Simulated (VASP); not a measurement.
# Cl (Cmce) in VASP: a series of runs

The runs below take Cl through single point, with PBE, LDA.

All numbers are computed with VASP 6.6.1; they aren't measurements. Logs are shortened: lines on timing, memory, paths and dates and some standing lists are left out, and cuts for length are marked.

### 1 The cell of the first run

Symmetry: Cmce, No. 64, orthorhombic system. The conventional cell has a = 6.290 Å, b = 4.500 Å, c = 8.210 Å, α = 90.00°, β = 90.00°, γ = 90.00°. Within 2.7 Å of Cl (site symmetry m) lie 1 Cl at 2.02 Å.

### 2 Single point, PBE

Contents of INCAR:

```
PREC = Accurate
ENCUT = 520
EDIFF = 1E-7
ISMEAR = -1
SIGMA = 0.05
LREAL = F
LASPH = T
NELM = 80
ALGO = Normal
ISIF = 2
LWAVE = F
LCHARG = T
GGA = PE
LELF = T
LVHAR = T
NBANDS = 22
```

Contents of KPOINTS:

```
regular mesh
0
Gamma
  7 7 4
```

Contents of POSCAR:

```
Cl
1.0
    3.1450000000     -2.2500000000      0.0000000000
    3.1450000000      2.2500000000      0.0000000000
    0.0000000000      0.0000000000      8.2100000000
Cl
4
Direct
    0.3700000000      0.6300000000      0.4000000000
    0.1300000000      0.8700000000      0.9000000000
    0.6300000000      0.3700000000      0.6000000000
    0.8700000000      0.1300000000      0.1000000000
```

Potentials or basis: VASP PAW PBE potentials, release 64 (Cl).

On the command line:

```
> cat potpaw_PBE.64/Cl/POTCAR > POTCAR
> mpirun -np 1 vasp_std > vasp.out
```

OUTCAR:

```text
PREC = Accurate
   ENCUT = 520
   EDIFF = 1E-7
   ISMEAR = -1
   LREAL = F
   LASPH = T
   NELM = 80
   ISIF = 2
   GGA = PE

 ion  position               nearest neighbor table
   1  0.370  0.630  0.400-   3 2.02
   2  0.130  0.870  0.900-   4 2.02
   3  0.630  0.370  0.600-   1 2.02
   4  0.870  0.130  0.100-   2 2.02

  LATTYP: Found a base centered orthorhombic cell.
 ALAT       =     4.5000000000
 B/A-ratio  =     1.3977777778
 C/A-ratio  =     1.8244444444

  Lattice vectors:

 A1 = (  -3.1450000000,  -2.2500000000,   0.0000000000)
 A2 = (   3.1450000000,  -2.2500000000,   0.0000000000)
 A3 = (   0.0000000000,   0.0000000000,   8.2100000000)

Analysis of symmetry for initial positions (statically):
=====================================================================
 Subroutine PRICEL returns:
 Original cell was already a primitive cell.

 Routine SETGRP: Setting up the symmetry group for a
 base centered orthorhombic supercell.

 Subroutine GETGRP returns: Found  8 space group operations
 (whereof  4 operations were pure point group operations)
 out of a pool of  8 trial point group operations.

The static configuration has the point symmetry C_2h.
 The point group associated with its full space group is D_2h.

Analysis of symmetry for dynamics (positions and initial velocities):
=====================================================================
 Subroutine PRICEL returns:
 Original cell was already a primitive cell.

 Routine SETGRP: Setting up the symmetry group for a
 base centered orthorhombic supercell.

 Subroutine GETGRP returns: Found  8 space group operations
 (whereof  4 operations were pure point group operations)
 out of a pool of  8 trial point group operations.

The dynamic configuration has the point symmetry C_2h.
 The point group associated with its full space group is D_2h.

 Subroutine INISYM returns: Found  8 space group operations
 (whereof  4 operations are pure point group operations),
 and found     1 'primitive' translations

----------------------------------------------------------------------------------------

                                     Primitive cell

  volume of cell :     116.1920

  direct lattice vectors                    reciprocal lattice vectors
     3.145000000 -2.250000000  0.000000000     0.158982512 -0.222222222  0.000000000
     3.145000000  2.250000000  0.000000000     0.158982512  0.222222222  0.000000000
     0.000000000  0.000000000  8.210000000     0.000000000  0.000000000  0.121802680

  length of vectors
     3.866978795  3.866978795  8.210000000     0.273236445  0.273236445  0.121802680

  position of ions in fractional coordinates (direct lattice)
     0.370000000  0.630000000  0.400000000
     0.130000000  0.870000000  0.900000000
     0.630000000  0.370000000  0.600000000
     0.870000000  0.130000000  0.100000000

  ion indices of the primitive-cell ions
   primitive index   ion index
                 1           1
                 2           2
                 3           3
                 4           4

----------------------------------------------------------------------------------------

 KPOINTS: regular mesh

Automatic generation of k-mesh.
 Grid dimensions read from file:
 generate k-points for:    7    7    4

 Generating k-lattice:

  Cartesian coordinates                     Fractional coordinates (reciprocal lattice)
     0.022711787 -0.031746032  0.000000000     0.142857143  0.000000000  0.000000000
     0.022711787  0.031746032  0.000000000     0.000000000  0.142857143  0.000000000
     0.000000000  0.000000000  0.030450670     0.000000000  0.000000000  0.250000000

  Length of vectors
     0.039033778  0.039033778  0.030450670

  Shift w.r.t. Gamma in fractional coordinates (k-lattice)
     0.000000000  0.000000000  0.000000000

 Subroutine IBZKPT returns following result:
 ===========================================

 Found     48 irreducible k-points:

 Following reciprocal coordinates:
            Coordinates               Weight
  0.000000  0.000000  0.000000      1.000000
  0.142857  0.000000  0.000000      4.000000
  0.285714 -0.000000  0.000000      4.000000
  0.428571 -0.000000  0.000000      4.000000
  0.142857  0.142857  0.000000      2.000000
  0.285714  0.142857  0.000000      4.000000
[... 16 lines left out ...]
  0.428571  0.142857  0.250000      8.000000
 -0.428571  0.142857  0.250000      8.000000
 [... further k-points ...]
   k-points           NKPTS =     48   k-points in BZ     NKDIM =     48   number of bands    NBANDS=     22
   number of dos      NEDOS =    301   number of ions     NIONS =      4
   total plane-waves  NPLWV =  57600
   dimension x,y,z NGX =    30 NGY =   30 NGZ =   64
   dimension x,y,z NGXF=    60 NGYF=   60 NGZF=  128
   ions per type =               4
   NGX,Y,Z   is equivalent  to a cutoff of  12.90, 12.90, 12.96 a.u.
   NGXF,Y,Z  is equivalent  to a cutoff of  25.79, 25.79, 25.92 a.u.
 SYSTEM =  unknown system
   PREC   = accura    normal or accurate (medium, high low for compatibility)
   ISTART =      0    job   : 0-new  1-cont  2-samecut
   ICHARG =      2    charge: 1-file 2-atom 10-const
   ISPIN  =      1    spin polarized calculation?
   LNONCOLLINEAR =      F non collinear calculations
   LSORBIT =      F    spin-orbit coupling
   LASPH  =      T    aspherical Exc in radial PAW
   ENCUT  =  520.0 eV  38.22 Ry    6.18 a.u.   7.19  7.19 15.27*2*pi/ulx,y,z
   NELM   =     80;   NELMIN=  2; NELMDL= -5     # of ELM steps
   EDIFF  = 0.1E-06   stopping-criterion for ELM
   LREAL  =      F    real-space projection
   EDIFFG = 0.1E-05   stopping-criterion for IOM
   NSW    =      0    number of steps for IOM
   IBRION =     -1    ionic relax: 0-MD 1-quasi-New 2-CG
   NFREE  =      0    steps in history (QN), initial steepest desc. (CG)
   ISIF   =      2    stress and relaxation
   ISYM   =      2    0-nonsym 1-usesym 2-fastsym
   POTIM  = 0.5000    time-step for ionic-motion
   TEBEG  =    0.0;   TEEND  =   0.0 temperature during run
   PSTRESS=    0.0 pullay stress
   NELECT =      28.0000    total number of electrons
   NUPDOWN=      -1.0000    fix difference up-down
   EMIN   =  10.00;   EMAX   =-10.00  energy-range for DOS
   EFERMI =   0.00;   METHOD = LEGACY
   ISMEAR =    -1;   SIGMA  =   0.05  broadening in eV -4-tet -1-fermi 0-gaus
   EFERMI_NEDOS =   21; number of points for ismear=-14 and -15
   IALGO  =     38    algorithm
   IMIX   =      4    mixing-type and parameters
     AMIX     =   0.40;   BMIX     =  1.00
     AMIX_MAG =   1.60;   BMIX_MAG =  1.00
  volume/ion in A,a.u.               =      29.05       196.03
  Fermi-wavevector in a.u.,A,eV,Ry     =   1.018753  1.925163 14.120900  1.037857
  Thomas-Fermi vector in A             =   2.152228
   LORBIT       =      0    0 simple, 1 ext, 2 COOP (PROOUT), +10 PAW based schemes
   GGA     = PE    functional components
   LHFCALC =     F    Hartree Fock is set to
   AEXX    =    0.0000 exact exchange contribution
   IVDW    =     0    specifies the selected vdW correction
   LEPSILON=     F    determine dielectric tensor
   LRPA    =     F    only Hartree local field effects (RPA)
 non-spin polarized calculation
  energy-cutoff  :      520.00
  volume of cell :      116.19
 maximum number of plane-waves:      3157
 NGX is ok and might be reduce to    30
   NGX = 15   NGY = 15   NGZ = 31

 number of electron      27.9999999 magnetization

 Free energy of the ion-electron system (eV)
  ---------------------------------------------------
  ext. energy  EPLUGINS =         0.00000000
  ---------------------------------------------------
  free energy    TOTEN  =        -7.31312856 eV

  energy without entropy =       -7.31312856  energy(sigma->0) =       -7.31312856

 E-fermi :   0.5784     XC(G=0):  -7.7352

 val. band max:       -0.6244336380   @ k =  -0.4286   0.4286   0.0000
 cond. band min:       1.9161281827   @ k =   0.1429   0.0000   0.0000
 fundamental gap:      2.5405618207
 Fermi energy:         0.5784337331

 k-point     1 :       0.0000    0.0000    0.0000
  band No.  band energies     occupation
      1     -17.2018      2.00000
      2     -16.9989      2.00000
      3     -13.2256      2.00000
      4     -12.6882      2.00000
      5      -5.9059      2.00000
      6      -5.1083      2.00000
[... 14 lines left out ...]
     21       9.6063      0.00000
     22       9.9345      0.00000

 k-point     2 :       0.1429    0.0000    0.0000
  band No.  band energies     occupation
      1     -17.1662      2.00000
      2     -16.9818      2.00000
      3     -13.2022      2.00000
      4     -12.7213      2.00000
      5      -5.9012      2.00000
      6      -5.1514      2.00000
[... 14 lines left out ...]
     21       9.5104      0.00000
     22       9.9944      0.00000

 k-point     3 :       0.2857   -0.0000    0.0000
  band No.  band energies     occupation
      1     -17.0784      2.00000
      2     -16.9481      2.00000
      3     -13.1383      2.00000
      4     -12.8110      2.00000
      5      -5.8691      2.00000
      6      -5.2939      2.00000
[... 14 lines left out ...]
     21       9.7399      0.00000
     22      10.4762      0.00000

 k-point     4 :       0.4286   -0.0000    0.0000
  band No.  band energies     occupation
      1     -16.9866      2.00000
      2     -16.9393      2.00000
      3     -13.0446      2.00000
      4     -12.9295      2.00000
      5      -5.7553      2.00000
      6      -5.5325      2.00000
[... 14 lines left out ...]
     21      10.1055      0.00000
     22      10.7357      0.00000

 k-point     5 :       0.1429    0.1429    0.0000
  band No.  band energies     occupation
      1     -17.1600      2.00000
      2     -16.9675      2.00000
      3     -13.1946      2.00000
      4     -12.6935      2.00000
      5      -5.8815      2.00000
      6      -5.1463      2.00000
[... 14 lines left out ...]
     21      10.0995      0.00000
     22      10.1009      0.00000

 k-point     6 :       0.2857    0.1429    0.0000
  band No.  band energies     occupation
      1     -17.0958      2.00000
      2     -16.9312      2.00000
      3     -13.1494      2.00000
      4     -12.7340      2.00000
      5      -5.8543      2.00000
      6      -5.2209      2.00000
[... 14 lines left out ...]
     21       9.6715      0.00000
     22      10.1298      0.00000

 k-point     7 :       0.4286    0.1429    0.0000
  band No.  band energies     occupation
      1     -17.0112      2.00000
      2     -16.9082      2.00000
      3     -13.0818      2.00000
      4     -12.8355      2.00000
      5      -5.7932      2.00000
      6      -5.3929      2.00000
[... 324 lines left out ...]
      6      -5.5182      2.00000
[... 14 lines left out ...]
     21       9.7348      0.00000
     22      10.4925      0.00000

 k-point    21 :       0.1429    0.1429    0.2500
  band No.  band energies     occupation
      1     -17.1338      2.00000
      2     -16.9979      2.00000
      3     -13.1217      2.00000
      4     -12.7677      2.00000
      5      -5.7908      2.00000
      6      -5.2806      2.00000
[... 14 lines left out ...]
     21      10.0151      0.00000
     22      10.1931      0.00000

 k-point    22 :       0.2857    0.1429    0.2500
  band No.  band energies     occupation
      1     -17.0731      2.00000
      2     -16.9568      2.00000
      3     -13.0888      2.00000
      4     -12.7953      2.00000
      5      -5.7745      2.00000
      6      -5.3307      2.00000
[... 14 lines left out ...]
     21       9.8050      0.00000
     22      10.2006      0.00000

 k-point    23 :       0.4286    0.1429    0.2500
  band No.  band energies     occupation
      1     -16.9966      2.00000
      2     -16.9238      2.00000
      3     -13.0460      2.00000
      4     -12.8719      2.00000
      5      -5.7260      2.00000
      6      -5.4307      2.00000
[... 14 lines left out ...]
     21       9.8409      0.00000
     22      10.0214      0.00000

 k-point    24 :      -0.4286    0.1429    0.2500
  band No.  band energies     occupation
      1     -16.9503      2.00000
      2     -16.9375      2.00000
      3     -12.9937      2.00000
      4     -12.9686      2.00000
      5      -5.6091      2.00000
      6      -5.5841      2.00000
[... 14 lines left out ...]
     21       9.9259      0.00000
     22      10.2253      0.00000

 [... further k-points ...]

------------------------ aborting loop because EDIFF is reached ----------------------------------------

  FORCE on cell =-STRESS in cart. coord.  units (eV):
  Direction    XX          YY          ZZ          XY          YZ          ZX
  --------------------------------------------------------------------------------------
  -------------------------------------------------------------------------------------
  Total        0.8709938      0.0541935     -0.3104632      0.0000000      0.0000000      0.0000000
  in kB       12.0101748      0.7472762     -4.2809913      0.0000000      0.0000000      0.0000000
  external PRESSURE =       2.8254866 kB  Pullay stress =       0.0000000 kB

 VOLUME and BASIS-vectors are now :
 -----------------------------------------------------------------------------
  energy-cutoff  :      520.00
  volume of cell :      116.19
      direct lattice vectors                 reciprocal lattice vectors
     3.145000000 -2.250000000  0.000000000     0.158982512 -0.222222222  0.000000000
     3.145000000  2.250000000  0.000000000     0.158982512  0.222222222  0.000000000
     0.000000000  0.000000000  8.210000000     0.000000000  0.000000000  0.121802680

 POSITION                                       TOTAL-FORCE (eV/Angst)
 -----------------------------------------------------------------------------------
      3.14500      0.58500      3.28400         0.000000     -0.159785      0.069969
      3.14500      1.66500      7.38900         0.000000      0.159785      0.069969
      3.14500     -0.58500      4.92600         0.000000      0.159785     -0.069969
      3.14500     -1.66500      0.82100         0.000000     -0.159785     -0.069969
 -----------------------------------------------------------------------------------
    total drift:                                0.000000     -0.000000      0.000000

  FREE ENERGIE OF THE ION-ELECTRON SYSTEM (eV)
  ---------------------------------------------------
  free  energy   TOTEN  =        -7.3131285644 eV

  energy  without entropy=       -7.3131285644  energy(sigma->0) =       -7.31312856
```

Wall time 95 s (1 thread of Intel Xeon Platinum 8259CL at 2.50GHz (Skylake/Cascade Lake), shared host); peak memory 0.26 GiB.

Results:

- Free energy: -7.3131 eV
- Pressure: 0.3 GPa
- Largest force: 0.174 eV/Å
- Band gap on the k mesh: 2.54 eV, indirect (least direct gap 2.59 eV)

Forces on the atoms (eV/Å):
```
Cl   0.000 -0.160  0.070
Cl   0.000  0.160  0.070
Cl   0.000  0.160 -0.070
Cl   0.000 -0.160 -0.070
```

Stress tensor (GPa, compression positive):
```
 1.20  0.00  0.00
 0.00  0.07  0.00
 0.00  0.00 -0.43
```

A k mesh can miss the band edges.

[end of part 1 of 2]
